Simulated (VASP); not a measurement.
# KCdCO3F (P-6m2) in VASP: single point with PBE

Aim: the single point of KCdCO3F with PBE.

Everything below comes from runs of VASP 6.6.1. Logs are shortened: lines on timing, memory, paths and dates and some standing lists are left out, and cuts for length are marked.

### 1 The cell of the first run

It takes space group P-6m2 (No. 187, hexagonal). Conventional cell: a = 5.132 Å, b = 5.132 Å, c = 4.489 Å, α = 90.00°, β = 90.00°, γ = 120.00°. Within 3.8 Å of K (site symmetry -6m2) lie 6 O at 2.80 Å and 3 F at 2.96 Å and 6 Cd at 3.72 Å and 6 C at 3.72 Å. Within 3.0 Å of Cd (site symmetry -6m2) lie 2 F at 2.24 Å and 6 O at 2.57 Å and 3 C at 2.96 Å. Within 1.7 Å of C (site symmetry -6m2) lie 3 O at 1.29 Å. Within 1.7 Å of O (site symmetry mm2) lie 1 C at 1.29 Å. F (site symmetry -6m2) has 2 Cd at 2.24 Å and 3 K at 2.96 Å within 3.0 Å.

### 2 Single point, PBE

The input, INCAR:

```
PREC     = Accurate       # precision mode
ENCUT    = 600            # plane-wave cutoff, eV
EDIFF    = 1E-6           # SCF threshold, eV
ISMEAR   = 0              # smearing method
SIGMA    = 0.02           # smearing width, eV
LREAL    = False          # projectors in reciprocal space
LASPH    = True           # aspherical terms in the spheres
NELM     = 120            # most SCF steps
ALGO     = Normal         # electronic algorithm
ISIF     = 2              # what is computed and relaxed
LWAVE    = False          # write WAVECAR
LCHARG   = False          # write CHGCAR
GGA      = PE             # functional
NBANDS   = 34             # bands
GGA_COMPAT= False
```

The input, KPOINTS:

```
regular mesh
0
Gamma
  6 6 6
```

The input, POSCAR:

```
KCdCO3F
1.0
    5.1321119690      0.0000000000      0.0000000000
   -2.5660559845      4.4445393402      0.0000000000
    0.0000000000      0.0000000000      4.4893818595
K Cd C O F
1 1 1 3 1
Direct
    0.0000000000      0.0000000000      0.0000000000
    0.6666666667      0.3333333333      0.5000000000
    0.3333333333      0.6666666667      0.5000000000
    0.1878617684      0.3757235369      0.5000000000
    0.1878617684      0.8121382316      0.5000000000
    0.6242764631      0.8121382316      0.5000000000
    0.6666666667      0.3333333333      0.0000000000
```

Potentials or basis: VASP PAW PBE potentials, release 64 (K_sv, Cd, C, O, F).

Run with:

```
cat potpaw_PBE.64/K_sv/POTCAR potpaw_PBE.64/Cd/POTCAR potpaw_PBE.64/C/POTCAR potpaw_PBE.64/O/POTCAR potpaw_PBE.64/F/POTCAR > POTCAR
mpirun -np 1 vasp_std > vasp.out
```

OUTCAR:

```text
PREC = Accurate
   ENCUT = 600
   EDIFF = 1E-6
   ISMEAR = 0
   LREAL = False
   LASPH = True
   NELM = 120
   ISIF = 2
   GGA = PE

 ion  position               nearest neighbor table
   1  0.000  0.000  0.000-   5 2.80   5 2.80   4 2.80   4 2.80   6 2.80   6 2.80   2 3.72   2 3.72
                             2 3.72   2 3.72   2 3.72   2 3.72
   2  0.667  0.333  0.500-   7 2.24   7 2.24   6 2.57   4 2.57   5 2.57   5 2.57   6 2.57   4 2.57
                             1 3.72   1 3.72   1 3.72   1 3.72   1 3.72   1 3.72
   3  0.333  0.667  0.500-   4 1.29   5 1.29   6 1.29
   4  0.188  0.376  0.500-   3 1.29   2 2.57   2 2.57   1 2.80   1 2.80
   5  0.188  0.812  0.500-   3 1.29   2 2.57   2 2.57   1 2.80   1 2.80
   6  0.624  0.812  0.500-   3 1.29   2 2.57   2 2.57   1 2.80   1 2.80
   7  0.667  0.333  0.000-   2 2.24   2 2.24

  LATTYP: Found a hexagonal cell.
 ALAT       =     5.1321119690
 C/A-ratio  =     0.8747630384

  Lattice vectors:

 A1 = (   5.1321119690,   0.0000000000,   0.0000000000)
 A2 = (  -2.5660559845,   4.4445393402,   0.0000000000)
 A3 = (   0.0000000000,   0.0000000000,   4.4893818595)

Analysis of symmetry for initial positions (statically):
=====================================================================
 Subroutine PRICEL returns:
 Original cell was already a primitive cell.

 Routine SETGRP: Setting up the symmetry group for a
 hexagonal supercell.

 Subroutine GETGRP returns: Found 12 space group operations
 (whereof 12 operations were pure point group operations)
 out of a pool of 24 trial point group operations.

The static configuration has the point symmetry D_3h.

Analysis of symmetry for dynamics (positions and initial velocities):
=====================================================================
 Subroutine PRICEL returns:
 Original cell was already a primitive cell.

 Routine SETGRP: Setting up the symmetry group for a
 hexagonal supercell.

 Subroutine GETGRP returns: Found 12 space group operations
 (whereof 12 operations were pure point group operations)
 out of a pool of 24 trial point group operations.

The dynamic configuration has the point symmetry D_3h.

 Subroutine INISYM returns: Found 12 space group operations
 (whereof 12 operations are pure point group operations),
 and found     1 'primitive' translations

----------------------------------------------------------------------------------------

                                     Primitive cell

  volume of cell :     102.4022

  direct lattice vectors                    reciprocal lattice vectors
     5.132111969  0.000000000  0.000000000     0.194851555  0.112497598  0.000000000
    -2.566055985  4.444539340  0.000000000     0.000000000  0.224995196  0.000000000
     0.000000000  0.000000000  4.489381859     0.000000000  0.000000000  0.222747815

  length of vectors
     5.132111969  5.132111969  4.489381859     0.224995196  0.224995196  0.222747815

  position of ions in fractional coordinates (direct lattice)
     0.000000000  0.000000000  0.000000000
     0.666666667  0.333333333  0.500000000
     0.333333333  0.666666667  0.500000000
     0.187861768  0.375723537  0.500000000
     0.187861768  0.812138232  0.500000000
     0.624276463  0.812138232  0.500000000
     0.666666667  0.333333333  0.000000000

  ion indices of the primitive-cell ions
   primitive index   ion index
                 1           1
                 2           2
                 3           3
                 4           4
                 5           5
                 6           6
                 7           7

----------------------------------------------------------------------------------------

 KPOINTS: regular mesh

Automatic generation of k-mesh.
 Grid dimensions read from file:
 generate k-points for:    6    6    6

 Generating k-lattice:

  Cartesian coordinates                     Fractional coordinates (reciprocal lattice)
     0.032475259  0.018749600  0.000000000     0.166666667  0.000000000  0.000000000
     0.000000000  0.037499199  0.000000000     0.000000000  0.166666667  0.000000000
     0.000000000  0.000000000  0.037124636     0.000000000  0.000000000  0.166666667

  Length of vectors
     0.037499199  0.037499199  0.037124636

  Shift w.r.t. Gamma in fractional coordinates (k-lattice)
     0.000000000  0.000000000  0.000000000

 Subroutine IBZKPT returns following result:
 ===========================================

 Found     28 irreducible k-points:

 Following reciprocal coordinates:
            Coordinates               Weight
  0.000000  0.000000  0.000000      1.000000
  0.166667  0.000000  0.000000      6.000000
  0.333333 -0.000000  0.000000      6.000000
  0.500000 -0.000000  0.000000      3.000000
  0.166667  0.166667  0.000000      6.000000
  0.333333  0.166667  0.000000     12.000000
[... 16 lines left out ...]
  0.166667  0.000000  0.500000      6.000000
  0.333333 -0.000000  0.500000      6.000000
 [... further k-points ...]
   k-points           NKPTS =     28   k-points in BZ     NKDIM =     28   number of bands    NBANDS=     34
   number of dos      NEDOS =    301   number of ions     NIONS =      7
   total plane-waves  NPLWV =  63504
   dimension x,y,z NGX =    42 NGY =   42 NGZ =   36
   dimension x,y,z NGXF=    84 NGYF=   84 NGZF=   72
   ions per type =               1   1   1   3   1
   NGX,Y,Z   is equivalent  to a cutoff of  13.61, 13.61, 13.33 a.u.
   NGXF,Y,Z  is equivalent  to a cutoff of  27.21, 27.21, 26.66 a.u.
 SYSTEM =  unknown system
   PREC   = accura    normal or accurate (medium, high low for compatibility)
   ISTART =      0    job   : 0-new  1-cont  2-samecut
   ICHARG =      2    charge: 1-file 2-atom 10-const
   ISPIN  =      1    spin polarized calculation?
   LNONCOLLINEAR =      F non collinear calculations
   LSORBIT =      F    spin-orbit coupling
   LASPH  =      T    aspherical Exc in radial PAW
   ENCUT  =  600.0 eV  44.10 Ry    6.64 a.u.  10.25 10.25  8.97*2*pi/ulx,y,z
   NELM   =    120;   NELMIN=  2; NELMDL= -5     # of ELM steps
   EDIFF  = 0.1E-05   stopping-criterion for ELM
   LREAL  =      F    real-space projection
   EDIFFG = 0.1E-04   stopping-criterion for IOM
   NSW    =      0    number of steps for IOM
   IBRION =     -1    ionic relax: 0-MD 1-quasi-New 2-CG
   NFREE  =      0    steps in history (QN), initial steepest desc. (CG)
   ISIF   =      2    stress and relaxation
   ISYM   =      2    0-nonsym 1-usesym 2-fastsym
   POTIM  = 0.5000    time-step for ionic-motion
   TEBEG  =    0.0;   TEEND  =   0.0 temperature during run
   PSTRESS=    0.0 pullay stress
   NELECT =      50.0000    total number of electrons
   NUPDOWN=      -1.0000    fix difference up-down
   EMIN   =  10.00;   EMAX   =-10.00  energy-range for DOS
   EFERMI =   0.00;   METHOD = LEGACY
   ISMEAR =     0;   SIGMA  =   0.02  broadening in eV -4-tet -1-fermi 0-gaus
   EFERMI_NEDOS =   21; number of points for ismear=-14 and -15
   IALGO  =     38    algorithm
   IMIX   =      4    mixing-type and parameters
     AMIX     =   0.40;   BMIX     =  1.00
     AMIX_MAG =   1.60;   BMIX_MAG =  1.00
  volume/ion in A,a.u.               =      14.63        98.72
  Fermi-wavevector in a.u.,A,eV,Ry     =   1.289125  2.436093 22.610750  1.661843
  Thomas-Fermi vector in A             =   2.421037
   LORBIT       =      0    0 simple, 1 ext, 2 COOP (PROOUT), +10 PAW based schemes
   GGA     = PE    functional components
   LHFCALC =     F    Hartree Fock is set to
   AEXX    =    0.0000 exact exchange contribution
   IVDW    =     0    specifies the selected vdW correction
   LEPSILON=     F    determine dielectric tensor
   LRPA    =     F    only Hartree local field effects (RPA)
 non-spin polarized calculation
 Gauss-broadening in eV      SIGMA  =   0.02
  energy-cutoff  :      600.00
  volume of cell :      102.40
 maximum number of plane-waves:      3450
 NGX is ok and might be reduce to    42
   NGX = 21   NGY = 21   NGZ = 17

 number of electron      50.0000000 magnetization

 Free energy of the ion-electron system (eV)
  ---------------------------------------------------
  ext. energy  EPLUGINS =         0.00000000
  ---------------------------------------------------
  free energy    TOTEN  =       -39.83669601 eV

  energy without entropy =      -39.83669601  energy(sigma->0) =      -39.83669601

 E-fermi :   0.1100     XC(G=0):  -9.2191

 val. band max:       -0.0852169278   @ k =   0.0000   0.0000   0.5000
 cond. band min:       1.6666890306   @ k =   0.0000   0.0000   0.0000
 fundamental gap:      1.7519059584
 Fermi energy:         0.1100379907

 k-point     1 :       0.0000    0.0000    0.0000
  band No.  band energies     occupation
      1     -27.8406      2.00000
      2     -21.9145      2.00000
      3     -21.7094      2.00000
      4     -18.6324      2.00000
      5     -18.6324      2.00000
      6     -11.3889      2.00000
[... 26 lines left out ...]
     33      10.2516      0.00000
     34      10.8540      0.00000

 k-point     2 :       0.1667    0.0000    0.0000
  band No.  band energies     occupation
      1     -27.8398      2.00000
      2     -21.8997      2.00000
      3     -21.7145      2.00000
      4     -18.6565      2.00000
      5     -18.6317      2.00000
      6     -11.3919      2.00000
[... 26 lines left out ...]
     33      10.1065      0.00000
     34      10.2760      0.00000

 k-point     3 :       0.3333   -0.0000    0.0000
  band No.  band energies     occupation
      1     -27.8383      2.00000
      2     -21.8661      2.00000
      3     -21.7287      2.00000
      4     -18.7045      2.00000
      5     -18.6303      2.00000
      6     -11.3969      2.00000
[... 26 lines left out ...]
     33       9.9469      0.00000
     34      10.2671      0.00000
[... 704 lines left out ...]
 k-point    23 :       0.1667    0.0000    0.5000
  band No.  band energies     occupation
      1     -27.8333      2.00000
      2     -21.8774      2.00000
      3     -21.6737      2.00000
      4     -18.6565      2.00000
      5     -18.6238      2.00000
      6     -11.4629      2.00000
[... 26 lines left out ...]
     33       9.9007      0.00000
     34      11.1535      0.00000

 k-point    24 :       0.3333   -0.0000    0.5000
  band No.  band energies     occupation
      1     -27.8322      2.00000
      2     -21.8469      2.00000
      3     -21.6768      2.00000
      4     -18.7203      2.00000
      5     -18.6220      2.00000
      6     -11.4083      2.00000
[... 26 lines left out ...]
     33      10.1646      0.00000
     34      10.5389      0.00000

 [... further k-points ...]

------------------------ aborting loop because EDIFF is reached ----------------------------------------

  FORCE on cell =-STRESS in cart. coord.  units (eV):
  Direction    XX          YY          ZZ          XY          YZ          ZX
  --------------------------------------------------------------------------------------
  -------------------------------------------------------------------------------------
  Total        0.4746410      0.4746410      0.1225017      0.0000000      0.0000000      0.0000000
  in kB        7.4261953      7.4261953      1.9166525      0.0000000      0.0000000      0.0000000
  external PRESSURE =       5.5896810 kB  Pullay stress =       0.0000000 kB

 VOLUME and BASIS-vectors are now :
 -----------------------------------------------------------------------------
  energy-cutoff  :      600.00
  volume of cell :      102.40
      direct lattice vectors                 reciprocal lattice vectors
     5.132111969  0.000000000  0.000000000     0.194851555  0.112497598  0.000000000
    -2.566055985  4.444539340  0.000000000     0.000000000  0.224995196  0.000000000
     0.000000000  0.000000000  4.489381859     0.000000000  0.000000000  0.222747815

 POSITION                                       TOTAL-FORCE (eV/Angst)
 -----------------------------------------------------------------------------------
      0.00000      0.00000      0.00000         0.000000      0.000000     -0.000000
      2.56606      1.48151      2.24469         0.000000      0.000000     -0.000000
     -0.00000      2.96303      2.24469         0.000000      0.000000     -0.000000
     -0.00000      1.66992      2.24469         0.000000     -0.255417     -0.000000
     -1.11986      3.60958      2.24469        -0.221197      0.127708      0.000000
      1.11986      3.60958      2.24469         0.221197      0.127708      0.000000
      2.56606      1.48151      0.00000         0.000000      0.000000     -0.000000
 -----------------------------------------------------------------------------------
    total drift:                               -0.000001      0.000001      0.000000

  FREE ENERGIE OF THE ION-ELECTRON SYSTEM (eV)
  ---------------------------------------------------
  free  energy   TOTEN  =       -39.8366960116 eV

  energy  without entropy=      -39.8366960116  energy(sigma->0) =      -39.83669601
```

Wall time 2.2 min (1 thread of Intel Xeon 8259CL, shared host); peak memory 0.32 GiB.

Results:

| Property | Result |
| --- | --- |
| Free energy | -39.8367 eV |
| Pressure | 0.6 GPa |
| Largest force | 0.255 eV/Å |
| Band gap on the k mesh | 1.75 eV |

Forces on the atoms (eV/Å):
```
K    0.000  0.000  0.000
Cd   0.000  0.000  0.000
C    0.000  0.000  0.000
O    0.000 -0.255  0.000
O   -0.221  0.128  0.000
O    0.221  0.128  0.000
F    0.000  0.000  0.000
```

Stress tensor (GPa, compression positive):
```
0.74 0.00 0.00
0.00 0.74 0.00
0.00 0.00 0.19
```

Levels at points of the mesh, in eV from the valence-band top:
```
           k point  band 21  band 22  band 23  band 24  band 25  band 26  band 27  band 28  band 29  band 30
(0.00, 0.00, 0.00)    -1.75    -1.75    -1.44    -1.44     0.00     1.75     5.81     6.26     8.87     8.87
(0.50, 0.00, 0.00)    -2.92    -1.91    -1.42    -1.40    -0.15     3.91     5.87     6.07     8.40     9.43
(0.00, 0.00, 0.50)    -1.90    -1.90    -1.37    -1.37     0.00     3.93     5.10     6.31     9.03     9.03
(0.50, 0.00, 0.50)    -2.16    -1.66    -1.40    -1.34    -0.14     5.36     5.96     6.88     7.70     8.29
```
